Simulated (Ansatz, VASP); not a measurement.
One calculation of KBr, two programs

INCAR

```
SYSTEM = KBr
  ALGO = Normal
  EDIFF = 1E-6
  ENCUT = 500
  GGA = PS
  GGA_COMPAT = .False.
  ISIF = 2
  ISMEAR = -1
  LASPH = .True.
  LCHARG = .False.
  LREAL = .False.
  LWAVE = .False.
  NBANDS = 15
  NELM = 120
  PREC = Accurate
  SIGMA = 0.001
```

KPOINTS

```
k-points
0
Gamma
  4 4 4
  0 0 0
```

File POSCAR:

```
KBr
1.0
    0.0000000000      3.3024386828      3.3024386828
    3.3024386828      0.0000000000      3.3024386828
    3.3024386828      3.3024386828      0.0000000000
K Br
1 1
Direct
    0.0000000000      0.0000000000      0.0000000000
    0.5000000000      0.5000000000      0.5000000000
```

Input for Ansatz:

```yaml
crystal:
  lattice:
    - [0.0, 3.3024386828, 3.3024386828]
    - [3.3024386828, 0.0, 3.3024386828]
    - [3.3024386828, 3.3024386828, 0.0]
  atoms:
    - { symbol: K, position: [0.0, 0.0, 0.0] }
    - { symbol: Br, position: [0.5, 0.5, 0.5] }
kpoints:
  mp_grid: { grid: [4, 4, 4] }
hamiltonian:
  xc: pbesol
scf:
  occupations: { method: fermi_dirac, width: 0.001 }
  n_extra_bands: 4
output:
  forces: true
  stress: true
  eigenvalues: true
```

Alike in both runs: task single point; functional PBEsol; k mesh 4 × 4 × 4; occupations fermi-dirac, width 0.001 eV; no spin polarisation.

|  | VASP | Ansatz |
| --- | --- | --- |
| version | VASP 6.6.1 | Ansatz 0.2.0 |
| potentials or method | VASP PAW PBE potentials, release 64 (K_sv, Br) | plane waves |
| plane-wave cutoff (eV) | 500 | 420 |
| valence electrons in the cell | 16 | 16 |

```csv
,VASP,Ansatz,Ansatz less VASP
gap on the k mesh at the Fermi level (eV),4.27,4.28,+0.003
pressure (GPa),-0.3,-0.4,-0.05
```

VASP's potentials were made for PBE, not for PBEsol.
